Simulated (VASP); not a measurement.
# Ta3Cu (I4/mmm) in VASP: settings compared

Ta3Cu is run at these levels: PBEsol, LDA, PBE; tasks: single point.

Everything below comes from runs of VASP 6.6.1. Logs are shortened: lines on timing, memory, paths and dates and some standing lists are left out, and cuts for length are marked.

**1. The cell of the first run**

Symmetry: I4/mmm, No. 139, tetragonal system. Conventional cell: a = 3.975 Å, b = 3.975 Å, c = 8.287 Å, α = 90.00°, β = 90.00°, γ = 90.00°. Ta (site symmetry 4/mmm) has 4 Cu at 2.81 Å and 8 Ta at 2.87 Å within 3.7 Å. Within 3.7 Å of Ta (site symmetry -4m2) lie 8 Ta at 2.81 to 2.87 Å and 4 Cu at 2.87 Å. Cu (site symmetry 4/mmm) has 12 Ta at 2.81 to 2.87 Å within 3.7 Å.

**2. Single point, PBEsol**

File INCAR:

```
PREC = Accurate
ENCUT = 520
EDIFF = 1E-6
ISMEAR = -1
SIGMA = 0.05
LREAL = F
LASPH = T
NELM = 60
ALGO = Fast
ISIF = 2
LWAVE = F
LCHARG = F
GGA = PS
NBANDS = 30
```

File KPOINTS:

```
Automatic mesh
0
Gamma
  9 9 9
```

File POSCAR:

```
Ta3Cu
1.0
   -1.9875453807      1.9875453807      4.1435884899
    1.9875453807     -1.9875453807      4.1435884899
    1.9875453807      1.9875453807     -4.1435884899
Ta Cu
3 1
Direct
    0.5000000000      0.5000000000      0.0000000000
    0.2500000000      0.7500000000      0.5000000000
    0.7500000000      0.2500000000      0.5000000000
    0.0000000000      0.0000000000      0.0000000000
```

Potentials or basis: VASP PAW PBE potentials, release 64 (Ta_pv, Cu).

Run with:

```bash
> cat potpaw_PBE.64/Ta_pv/POTCAR potpaw_PBE.64/Cu/POTCAR > POTCAR
> mpirun -np 1 vasp_std > vasp.out
```

OUTCAR:

```text
PREC = Accurate
   ENCUT = 520
   EDIFF = 1E-6
   ISMEAR = -1
   LREAL = F
   LASPH = T
   NELM = 60
   ISIF = 2
   GGA = PS

 ion  position               nearest neighbor table
   1  0.500  0.500  0.000-   4 2.81   4 2.81   4 2.81   4 2.81   2 2.87   2 2.87   3 2.87   3 2.87
                             3 2.87   2 2.87   3 2.87   2 2.87
   2  0.250  0.750  0.500-   3 2.81   3 2.81   3 2.81   3 2.81   4 2.87   4 2.87   1 2.87   1 2.87
                             4 2.87   1 2.87   4 2.87   1 2.87
   3  0.750  0.250  0.500-   2 2.81   2 2.81   2 2.81   2 2.81   1 2.87   1 2.87   4 2.87   4 2.87
                             4 2.87   1 2.87   4 2.87   1 2.87
   4  0.000  0.000  0.000-   1 2.81   1 2.81   1 2.81   1 2.81   3 2.87   3 2.87   2 2.87   2 2.87
                             3 2.87   2 2.87   3 2.87   2 2.87

  LATTYP: Found a body centered tetragonal cell.
 ALAT       =     3.9750907614
 C/A-ratio  =     2.0847767956

  Lattice vectors:

 A1 = (  -1.9875453807,   1.9875453807,   4.1435884899)
 A2 = (   1.9875453807,  -1.9875453807,   4.1435884899)
 A3 = (   1.9875453807,   1.9875453807,  -4.1435884899)

Analysis of symmetry for initial positions (statically):
=====================================================================
 Subroutine PRICEL returns:
 Original cell was already a primitive cell.

 Routine SETGRP: Setting up the symmetry group for a
 body centered tetragonal supercell.

 Subroutine GETGRP returns: Found 16 space group operations
 (whereof 16 operations were pure point group operations)
 out of a pool of 16 trial point group operations.

The static configuration has the point symmetry D_4h.

Analysis of symmetry for dynamics (positions and initial velocities):
=====================================================================
 Subroutine PRICEL returns:
 Original cell was already a primitive cell.

 Routine SETGRP: Setting up the symmetry group for a
 body centered tetragonal supercell.

 Subroutine GETGRP returns: Found 16 space group operations
 (whereof 16 operations were pure point group operations)
 out of a pool of 16 trial point group operations.

The dynamic configuration has the point symmetry D_4h.

 Subroutine INISYM returns: Found 16 space group operations
 (whereof 16 operations are pure point group operations),
 and found     1 'primitive' translations

----------------------------------------------------------------------------------------

                                     Primitive cell

  volume of cell :      65.4743

  direct lattice vectors                    reciprocal lattice vectors
    -1.987545381  1.987545381  4.143588490     0.000000000  0.251566583  0.120668353
     1.987545381 -1.987545381  4.143588490     0.251566583  0.000000000  0.120668353
     1.987545381  1.987545381 -4.143588490     0.251566583  0.251566583  0.000000000

  length of vectors
     5.006994992  5.006994992  5.006994992     0.279010031  0.279010031  0.355768874

  position of ions in fractional coordinates (direct lattice)
     0.500000000  0.500000000  0.000000000
     0.250000000  0.750000000  0.500000000
     0.750000000  0.250000000  0.500000000
     0.000000000  0.000000000  0.000000000

  ion indices of the primitive-cell ions
   primitive index   ion index
                 1           1
                 2           2
                 3           3
                 4           4

----------------------------------------------------------------------------------------

 KPOINTS: Automatic mesh

Automatic generation of k-mesh.
 Grid dimensions read from file:
 generate k-points for:    9    9    9

 Generating k-lattice:

  Cartesian coordinates                     Fractional coordinates (reciprocal lattice)
     0.000000000  0.027951843  0.013407595     0.111111111 -0.000000000  0.000000000
     0.027951843  0.000000000  0.013407595    -0.000000000  0.111111111  0.000000000
     0.027951843  0.027951843  0.000000000     0.000000000  0.000000000  0.111111111

  Length of vectors
     0.031001115  0.031001115  0.039529875

  Shift w.r.t. Gamma in fractional coordinates (k-lattice)
     0.000000000  0.000000000  0.000000000

 Subroutine IBZKPT returns following result:
 ===========================================

 Found     75 irreducible k-points:

 Following reciprocal coordinates:
            Coordinates               Weight
  0.000000  0.000000  0.000000      1.000000
  0.111111  0.000000  0.000000      8.000000
  0.222222  0.000000 -0.000000      8.000000
  0.333333 -0.000000  0.000000      8.000000
  0.444444  0.000000 -0.000000      8.000000
  0.111111  0.111111  0.000000      8.000000
[... 16 lines left out ...]
 -0.333333  0.333333  0.000000      4.000000
  0.444444  0.444444 -0.000000      8.000000
 [... further k-points ...]
   k-points           NKPTS =     75   k-points in BZ     NKDIM =     75   number of bands    NBANDS=     30
   number of dos      NEDOS =    301   number of ions     NIONS =      4
   total plane-waves  NPLWV =  64000
   dimension x,y,z NGX =    40 NGY =   40 NGZ =   40
   dimension x,y,z NGXF=    80 NGYF=   80 NGZF=   80
   ions per type =               3   1
   NGX,Y,Z   is equivalent  to a cutoff of  13.28, 13.28, 13.28 a.u.
   NGXF,Y,Z  is equivalent  to a cutoff of  26.56, 26.56, 26.56 a.u.
 SYSTEM =  unknown system
   PREC   = accura    normal or accurate (medium, high low for compatibility)
   ISTART =      0    job   : 0-new  1-cont  2-samecut
   ICHARG =      2    charge: 1-file 2-atom 10-const
   ISPIN  =      1    spin polarized calculation?
   LNONCOLLINEAR =      F non collinear calculations
   LSORBIT =      F    spin-orbit coupling
   LASPH  =      T    aspherical Exc in radial PAW
   ENCUT  =  520.0 eV  38.22 Ry    6.18 a.u.   9.31  9.31  9.31*2*pi/ulx,y,z
   NELM   =     60;   NELMIN=  2; NELMDL= -5     # of ELM steps
   EDIFF  = 0.1E-05   stopping-criterion for ELM
   LREAL  =      F    real-space projection
   EDIFFG = 0.1E-04   stopping-criterion for IOM
   NSW    =      0    number of steps for IOM
   IBRION =     -1    ionic relax: 0-MD 1-quasi-New 2-CG
   NFREE  =      0    steps in history (QN), initial steepest desc. (CG)
   ISIF   =      2    stress and relaxation
   ISYM   =      2    0-nonsym 1-usesym 2-fastsym
   POTIM  = 0.5000    time-step for ionic-motion
   TEBEG  =    0.0;   TEEND  =   0.0 temperature during run
   PSTRESS=    0.0 pullay stress
   NELECT =      44.0000    total number of electrons
   NUPDOWN=      -1.0000    fix difference up-down
   EMIN   =  10.00;   EMAX   =-10.00  energy-range for DOS
   EFERMI =   0.00;   METHOD = LEGACY
   ISMEAR =    -1;   SIGMA  =   0.05  broadening in eV -4-tet -1-fermi 0-gaus
   EFERMI_NEDOS =   21; number of points for ismear=-14 and -15
   IALGO  =     68    algorithm
   IMIX   =      4    mixing-type and parameters
     AMIX     =   0.40;   BMIX     =  1.00
     AMIX_MAG =   1.60;   BMIX_MAG =  1.00
  volume/ion in A,a.u.               =      16.37       110.46
  Fermi-wavevector in a.u.,A,eV,Ry     =   1.433955  2.709782 27.976661  2.056227
  Thomas-Fermi vector in A             =   2.553416
   LORBIT       =      0    0 simple, 1 ext, 2 COOP (PROOUT), +10 PAW based schemes
   GGA     = PS    functional components
   LHFCALC =     F    Hartree Fock is set to
   AEXX    =    0.0000 exact exchange contribution
   IVDW    =     0    specifies the selected vdW correction
   LEPSILON=     F    determine dielectric tensor
   LRPA    =     F    only Hartree local field effects (RPA)
 non-spin polarized calculation
 RMM-DIIS sequential band-by-band and
  energy-cutoff  :      520.00
  volume of cell :       65.47
 maximum number of plane-waves:      1788
 NGX is ok and might be reduce to    40
   NGX = 19   NGY = 19   NGZ = 19

 number of electron      44.0000007 magnetization

 Free energy of the ion-electron system (eV)
  ---------------------------------------------------
  ext. energy  EPLUGINS =         0.00000000
  ---------------------------------------------------
  free energy    TOTEN  =       -41.28842762 eV

  energy without entropy =      -41.25344425  energy(sigma->0) =      -41.27093594

 E-fermi :   6.1393     XC(G=0): -12.7857

 val. band max:        6.1267582484   @ k =   0.3333   0.3333   0.1111
 cond. band min:       6.1493067917   @ k =   0.4444   0.3333   0.0000
 fundamental gap:      0.0225485433
 Fermi energy:         6.1393113023

 k-point     1 :       0.0000    0.0000    0.0000
  band No.  band energies     occupation
      1     -28.4214      2.00000
      2     -28.2511      2.00000
      3     -28.2511      2.00000
      4     -28.0004      2.00000
      5     -28.0004      2.00000
      6     -27.8436      2.00000
[... 22 lines left out ...]
     29      10.6117      0.00000
     30      11.7172      0.00000

 k-point     2 :       0.1111    0.0000    0.0000
  band No.  band energies     occupation
      1     -28.4166      2.00000
      2     -28.2372      2.00000
      3     -28.2298      2.00000
      4     -28.0354      2.00000
      5     -27.9935      2.00000
      6     -27.8001      2.00000
[... 22 lines left out ...]
     29      11.0049      0.00000
     30      11.3627      0.00000

 k-point     3 :       0.2222    0.0000   -0.0000
  band No.  band energies     occupation
      1     -28.3882      2.00000
      2     -28.2151      2.00000
      3     -28.2011      2.00000
      4     -28.0465      2.00000
      5     -27.9702      2.00000
      6     -27.7341      2.00000
[... 22 lines left out ...]
     29      10.4995      0.00000
     30      11.3444      0.00000

 k-point     4 :       0.3333   -0.0000    0.0000
  band No.  band energies     occupation
      1     -28.3394      2.00000
      2     -28.2232      2.00000
      3     -28.1606      2.00000
      4     -27.9905      2.00000
      5     -27.9244      2.00000
      6     -27.7021      2.00000
[... 616 lines left out ...]
     29      10.0350      0.00000
     30      10.6678      0.00000

 k-point    23 :      -0.3333    0.3333    0.0000
  band No.  band energies     occupation
      1     -28.5391      2.00000
      2     -28.3133      2.00000
      3     -28.1841      2.00000
      4     -28.0508      2.00000
      5     -27.9400      2.00000
      6     -27.5823      2.00000
[... 22 lines left out ...]
     29       9.7890      0.00000
     30      11.3291      0.00000

 k-point    24 :       0.4444    0.4444   -0.0000
  band No.  band energies     occupation
      1     -28.5602      2.00000
      2     -28.4074      2.00000
      3     -28.3379      2.00000
      4     -28.0327      2.00000
      5     -27.8804      2.00000
      6     -27.5451      2.00000
[... 22 lines left out ...]
     29      10.2650      0.00000
     30      10.3492      0.00000

 [... further k-points ...]

------------------------ aborting loop because EDIFF is reached ----------------------------------------

  FORCE on cell =-STRESS in cart. coord.  units (eV):
  Direction    XX          YY          ZZ          XY          YZ          ZX
  --------------------------------------------------------------------------------------
  -------------------------------------------------------------------------------------
  Total        0.2283539      0.2283539      0.1338178      0.0000000     -0.0000000      0.0000000
  in kB        5.5878969      5.5878969      3.2745662      0.0000000     -0.0000000      0.0000000
  external PRESSURE =       4.8167867 kB  Pullay stress =       0.0000000 kB

 VOLUME and BASIS-vectors are now :
 -----------------------------------------------------------------------------
  energy-cutoff  :      520.00
  volume of cell :       65.47
      direct lattice vectors                 reciprocal lattice vectors
    -1.987545381  1.987545381  4.143588490     0.000000000  0.251566583  0.120668353
     1.987545381 -1.987545381  4.143588490     0.251566583  0.000000000  0.120668353
     1.987545381  1.987545381 -4.143588490     0.251566583  0.251566583  0.000000000

 POSITION                                       TOTAL-FORCE (eV/Angst)
 -----------------------------------------------------------------------------------
      0.00000      0.00000      4.14359        -0.000000      0.000000     -0.000000
      1.98755      0.00000      2.07179         0.000000      0.000000      0.000000
      0.00000      1.98755      2.07179         0.000000     -0.000000     -0.000000
      0.00000      0.00000      0.00000        -0.000000      0.000000     -0.000000
 -----------------------------------------------------------------------------------
    total drift:                               -0.000000     -0.000000      0.000000

  FREE ENERGIE OF THE ION-ELECTRON SYSTEM (eV)
  ---------------------------------------------------
  free  energy   TOTEN  =       -41.2884276175 eV

  energy  without entropy=      -41.2534442531  energy(sigma->0) =      -41.27093594
```

Wall time 3.8 min (1 thread of AMD EPYC 9R45 (Zen 5), shared host); peak memory 0.29 GiB.

Results:

```yaml
Free_energy: -41.2884 eV
Pressure: 0.5 GPa
Band_gap_on_the_k_mesh: zero (band 22 reaches 7.11 eV, above the bottom of band 23 at 5.66 eV)
```

Caveat: the PAW data sets were made with another functional, which shifts forces and pressure a little; spin-orbit coupling is left out, which moves the levels of the heavy elements.

**3. Single point, LDA**

This run uses another cell than the first one, of 16.94 Å³/atom, 1.035 times its volume.

File INCAR:

```
PREC = Accurate ; ENCUT = 520
EDIFF = 1E-6 ; ISMEAR = -1
SIGMA = 0.05 ; LREAL = False
LASPH = True ; NELM = 80
ALGO = Fast ; ISIF = 2
LWAVE = False ; LCHARG = True
GGA = CA ; LELF = True
LVHAR = True ; NBANDS = 30
```

File KPOINTS:

```
regular mesh
0
Gamma
  9 9 9
```

File POSCAR:

```
Ta3Cu
1.0
   -2.0065070000      2.0065070000      4.2081700000
    2.0065070000     -2.0065070000      4.2081700000
    2.0065070000      2.0065070000     -4.2081700000
Ta Cu
3 1
Direct
    0.5000000000      0.5000000000      0.0000000000
    0.2500000000      0.7500000000      0.5000000000
    0.7500000000      0.2500000000      0.5000000000
    0.0000000000      0.0000000000      0.0000000000
```

Potentials or basis: VASP PAW LDA potentials, release 64 (Ta_pv, Cu).

Run with:

```bash
> cat potpaw_LDA.64/Ta_pv/POTCAR potpaw_LDA.64/Cu/POTCAR > POTCAR
> mpirun -np 1 vasp_std > vasp.out
```

Wall time 6.6 min (1 thread of AMD EPYC 7R43 (Zen 3), shared host); peak memory 0.24 GiB.

It converged, with:

| Property | Result |
| --- | --- |
| Free energy | -42.3578 eV |
| Pressure | -10.8 GPa |
| Band gap on the k mesh | zero (band 22 reaches 6.77 eV, above the bottom of band 23 at 5.43 eV) |

Stress tensor (GPa, compression positive):
```
-10.52   0.00   0.00
  0.00 -10.52   0.00
  0.00   0.00 -11.25
```

Levels at points of the mesh, in eV from the Fermi level:
```tsv
k point	band 18	band 19	band 20	band 21	band 22	band 23	band 24	band 25	band 26	band 27
(0.00, 0.00, 0.00)	-1.92	-1.63	-1.63	-0.18	-0.18	0.05	2.10	2.20	2.40	2.72
```

Caveat: spin-orbit coupling is left out, which moves the levels of the heavy elements.

**4. Single point, LDA**

This run uses another cell than the first one, of 16.94 Å³/atom, 1.035 times its volume.

File INCAR:

```
SYSTEM = Ta3Cu
PREC = Accurate
ENCUT = 520
EDIFF = 1E-7
ISMEAR = -1
SIGMA = 0.05
LREAL = .False.
LASPH = .True.
NELM = 80
ALGO = Normal
ISIF = 2
LWAVE = .False.
LCHARG = .False.
NBANDS = 30
```

File KPOINTS:

```
regular mesh
0
Gamma
  5 5 5
  0 0 0
```

POSCAR is that of step 3.

Run with:

```bash
> cat potpaw_LDA.64/Ta_pv/POTCAR potpaw_LDA.64/Cu/POTCAR > POTCAR
> mpirun -np 1 vasp_std > vasp.out
```

Run time: 69 s. Hardware: 1 thread of Intel Xeon Platinum 8259CL at 2.50GHz (Skylake/Cascade Lake), shared host; peak memory 0.21 GiB.

Results (log left out):

- Free energy: -42.3924 eV
- Pressure: -10.8 GPa
- Band gap on the k mesh: zero (band 22 reaches 6.66 eV, above the bottom of band 23 at 5.72 eV)

Stress tensor (GPa, compression positive):
```
-10.26   0.00   0.00
  0.00 -10.26   0.00
  0.00   0.00 -11.76
```

Levels at points of the mesh, in eV from the Fermi level:
```csv
k point,band 18,band 19,band 20,band 21,band 22,band 23,band 24,band 25,band 26,band 27
"(0.00, 0.00, 0.00)",-1.96,-1.67,-1.67,-0.22,-0.22,0.01,2.06,2.16,2.36,2.69
```

Caveat: the k points lie up to 0.44 Å⁻¹ apart; spin-orbit coupling is left out, which moves the levels of the heavy elements.

**5. Single point, PBE**

This run uses another cell than the first one, of 16.94 Å³/atom, 1.035 times its volume.

Edit INCAR of step 4 so:

```diff
@@ -8,3 +8,3 @@
 LASPH = .True.
-NELM = 80
+NELM = 100
 ALGO = Normal
@@ -13,2 +13,3 @@
 LCHARG = .False.
+GGA = PE
 NBANDS = 30
```

File KPOINTS:

```
Automatic mesh
0
Gamma
  5 5 5
  0 0 0
```

POSCAR is that of step 4.

Potentials or basis: VASP PAW PBE potentials, release 64 (Ta_pv, Cu).

Run with:

```bash
> cat potpaw_PBE.64/Ta_pv/POTCAR potpaw_PBE.64/Cu/POTCAR > POTCAR
> mpirun -np 1 vasp_std > vasp.out
```

Run time: 84 s. Hardware: 1 thread of Intel Xeon Platinum 8259CL at 2.50GHz (Skylake/Cascade Lake), shared host; peak memory 0.25 GiB.

The run converged. Its results:

| Quantity | Value |
| --- | --- |
| Free energy | -38.5526 eV |
| Pressure | 0.5 GPa |
| Band gap on the k mesh | zero (band 22 reaches 6.76 eV, above the bottom of band 23 at 5.85 eV) |

Stress tensor (GPa, compression positive):
```
 0.88  0.00  0.00
 0.00  0.88  0.00
 0.00  0.00 -0.34
```

Levels at points of the mesh, in eV from the Fermi level:
```csv
k point,band 18,band 19,band 20,band 21,band 22,band 23,band 24,band 25,band 26,band 27
"(0.00, 0.00, 0.00)",-1.94,-1.68,-1.68,-0.22,-0.22,0.02,1.95,2.21,2.42,2.73
```

Caveat: the k points lie up to 0.44 Å⁻¹ apart; spin-orbit coupling is left out, which moves the levels of the heavy elements.

**6. Overview**

```csv
level,potentials or basis,cell,k mesh,gap on the mesh (eV),pressure (GPa)
PBEsol,"VASP PAW PBE potentials, release 64 (Ta_pv, Cu)","a = 5.007 Å, angles 133.2, 133.2, 68.3°, 4 atoms",9 × 9 × 9,none,0.5
LDA,"VASP PAW LDA potentials, release 64 (Ta_pv, Cu)","a = 5.076 Å, angles 133.4, 133.4, 68.0°, 4 atoms",9 × 9 × 9,none,-10.8
LDA,"VASP PAW LDA potentials, release 64 (Ta_pv, Cu)","a = 5.076 Å, angles 133.4, 133.4, 68.0°, 4 atoms",5 × 5 × 5,none,-10.8
PBE,"VASP PAW PBE potentials, release 64 (Ta_pv, Cu)","a = 5.076 Å, angles 133.4, 133.4, 68.0°, 4 atoms",5 × 5 × 5,none,0.5
```

Alike in all rows: task single point; no spin polarisation; cutoff (eV) 520; smearing fermi-dirac 0.05 eV.

Caveats: some runs use coarse meshes; spin-orbit coupling is left out, which moves the levels of the heavy elements; the PAW data sets were made with another functional, which shifts forces and pressure a little (some runs).

Total energies depend on the potentials used, so only differences within one code and one set of settings carry meaning.
